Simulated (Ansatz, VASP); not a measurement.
# Se in VASP and in Ansatz

File INCAR:

```
  ALGO = Normal
  EDIFF = 1E-7
  ENCUT = 520
  GGA = PS
  ISIF = 2
  ISMEAR = -1
  LASPH = T
  LCHARG = F
  LREAL = F
  LWAVE = F
  NBANDS = 9
  NELM = 100
  PREC = Accurate
  SIGMA = 0.03
```

File KPOINTS:

```
k-points
0
Gamma
  12 12 12
```

POSCAR

```
Se
1.0
    2.7869437267      0.0000000000      0.0000000000
    0.0000000000      2.7869437267      0.0000000000
    0.0000000000      0.0000000000      2.7869437267
Se
1
Direct
    0.0000000000      0.0000000000      0.0000000000
```

Input for Ansatz:

```yaml
crystal:
  lattice:
    - [2.7869437267, 0.0, 0.0]
    - [0.0, 2.7869437267, 0.0]
    - [0.0, 0.0, 2.7869437267]
  atoms:
    - { symbol: Se, position: [0.0, 0.0, 0.0] }
kpoints:
  mp_grid: { grid: [12, 12, 12] }
scf:
  occupations: { method: fermi_dirac, width: 0.03 }
hamiltonian:
  xc: pbesol
  pseudopotentials: { kind: all_electron, lapw: { basis_error: 0.0005 } }
output:
  forces: true
  stress: true
  eigenvalues: true
```

Change from the starting cell: volume scaled by 0.975.

Alike in both runs: task single point; functional PBEsol; k mesh 12 × 12 × 12; occupations fermi-dirac, width 0.03 eV; no spin polarisation.

```csv
,VASP,Ansatz
version,VASP 6.6.1,Ansatz 0.2.0
potentials or method,"VASP PAW PBE potentials, release 64 (Se), cutoff 520 eV","all-electron LAPW, scalar-relativistic"
```

|  | VASP | Ansatz | Ansatz less VASP |
| --- | --- | --- | --- |
| pressure (GPa) | 0.2 | 0.0 | -0.12 |

VASP's potentials were made for PBE, not for PBEsol. Ansatz ran all-electron here, and VASP with PAW potentials.
